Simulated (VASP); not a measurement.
Set up this calculation in VASP 6.6.1, as the native input.

```yaml
Task: single point
Functional: r2SCAN
Potentials_or_basis: VASP PAW PBE potentials, release 64 (Zn, O)
Cutoff: 520 eV
k_mesh: 9 × 9 × 4
Occupations: gaussian, width 0.01 eV
Spin: no spin polarisation
Dipole_correction: no
Further_INCAR_settings: ALGO = Normal; EDIFF = 1e-06; NBANDS = 26
```

Crystal: ZnO.

```xyz
4
Lattice="3.2674 0.0000 0.0000 -1.6337 2.8296 0.0000 0.0000 0.0000 5.2625" Properties=species:S:1:pos:R:3 pbc="T T T"
Zn    0.0000    1.8864   -0.0124
Zn    1.6337    0.9432    2.6189
O     0.0000    1.8864    1.9858
O     1.6337    0.9432    4.6171
```

This cell differs from its parent crystal: volume changed by +3%.

One way to write it, as run:

POSCAR

```
ZnO
1.0
    3.2673760226      0.0000000000      0.0000000000
   -1.6336880113      2.8296306393      0.0000000000
    0.0000000000      0.0000000000      5.2625487607
Zn O
2 2
Direct
    0.3333333333      0.6666666667     -0.0023477534
    0.6666666667      0.3333333333      0.4976522466
    0.3333333333      0.6666666667      0.3773477534
    0.6666666667      0.3333333333      0.8773477534
```

INCAR.step1

```
  ALGO = Normal
  EDIFF = 1E-4
  ENCUT = 520
  GGA = PE
  ISMEAR = 0
  LASPH = T
  LCHARG = F
  LREAL = F
  LWAVE = T
  NBANDS = 26
  NELM = 60
  PREC = Accurate
  SIGMA = 0.01
```

INCAR.step2

```
  ALGO = Normal
  EDIFF = 1E-6
  ENCUT = 520
  ISIF = 2
  ISMEAR = 0
  ISTART = 1
  LASPH = T
  LCHARG = T
  LELF = T
  LMIXTAU = T
  LREAL = F
  LVHAR = T
  LWAVE = F
  METAGGA = R2SCAN
  NBANDS = 26
  NELM = 60
  PREC = Accurate
  SIGMA = 0.01
```

KPOINTS

```
k-points
0
Gamma
  9 9 4
```

Potentials or basis: VASP PAW PBE potentials, release 64 (Zn, O).

Launch:

```sh
$ cat potpaw_PBE.64/Zn/POTCAR potpaw_PBE.64/O/POTCAR > POTCAR
$ cp INCAR.step1 INCAR
$ mpirun -np 1 vasp_std > vasp.out
$ cp INCAR.step2 INCAR
$ mpirun -np 1 vasp_std > vasp.out
```

It gave:

The pressure is -3.3 GPa, the largest force is 0.007 eV/Å and the band gap on the k mesh is 1.19 eV, direct.

Caveat: the PAW data sets were made with another functional, which shifts forces and pressure a little.

Run time: 2.8 min on 1 thread of Intel(R) Xeon(R) Platinum 8259CL CPU @ 2.50GHz (Skylake/Cascade Lake) (shared host), peak memory 0.19 GiB.
